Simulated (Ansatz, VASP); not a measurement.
# NiO: VASP beside Ansatz

The input INCAR:

```
PREC = Accurate
ENCUT = 520
EDIFF = 1E-6
ISMEAR = -1
SIGMA = 0.05
LREAL = F
LASPH = T
NELM = 150
ALGO = Normal
ISIF = 2
LWAVE = F
LCHARG = F
ISPIN = 2
MAGMOM = 2 2 0 0
LORBIT = 11
LMAXMIX = 4
LDAU = T
LDAUTYPE = 2
LDAUL = 2 -1
LDAUU = 6.2 0
LDAUJ = 0 0
LDAUPRINT = 1
GGA = PE
NBANDS = 28
```

The input KPOINTS:

```
Automatic mesh
0
Gamma
  8 8 8
```

Contents of POSCAR:

```
NiO
1.0
    4.1900600000      2.0950300000      2.0950300000
    2.0950300000      4.1900600000      2.0950300000
    2.0950300000      2.0950300000      4.1900600000
Ni O
2 2
Direct
    0.0000000000      0.0000000000      0.0000000000
    0.5000000000      0.5000000000      0.5000000000
    0.2500000000      0.2500000000      0.2500000000
    0.7500000000      0.7500000000      0.7500000000
```

Input for Ansatz:

```yaml
crystal:
  lattice:
    - [4.19006, 2.09503, 2.09503]
    - [2.09503, 4.19006, 2.09503]
    - [2.09503, 2.09503, 4.19006]
  atoms:
    - { symbol: Ni, position: [0.0, 0.0, 0.0], spin: 2.0 }
    - { symbol: Ni, position: [0.5, 0.5, 0.5], spin: 2.0 }
    - { symbol: O, position: [0.25, 0.25, 0.25] }
    - { symbol: O, position: [0.75, 0.75, 0.75] }
magnetization:
  spin_polarized: true
hamiltonian:
  xc: pbe
  pseudopotentials: { kind: paw }
  hubbard: { sites: [{ species: Ni, l: d, u_eff: 6.2 }] }
basis:
  ecutwfc: 420
kpoints:
  mp_grid: { grid: [8, 8, 8] }
scf:
  occupations: { method: fermi_dirac, width: 0.05 }
  lower_state_search: "off"
output:
  forces: true
  stress: true
```

Alike in both runs: task single point; functional PBE; k mesh 8 × 8 × 8; occupations fermi-dirac, width 0.05 eV; collinear spin; Hubbard terms Ni d U = 6.2 eV.

```csv
,VASP,Ansatz
version,VASP 6.6.1,Ansatz 0.2.0
potentials or method,"VASP PAW PBE potentials, release 64 (Ni, O), cutoff 520 eV","PAW, plane waves, scalar-relativistic"
valence electrons in the cell,32,48
```

Ansatz gave:

```
pressure (GPa)                                                : 11.3
net moment per atom (μB)                                      : 1.00
size of the moment on the site where the two differ most (μB) : 1.72
```

**Question.** Which values does VASP return?

**Answer.** Pressure (GPa): 0.9; net moment per atom (μB): 1.00; size of the moment on the site where the two differ most (μB): 1.82.

Site moments also hang on the region over which each program counts them. The programs project onto different local orbitals, so the same U acts differently, and such runs can settle in different states. VASP's potentials hold 32 valence electrons a cell and Ansatz's 48, so a difference there can come from the potentials and not from the codes.
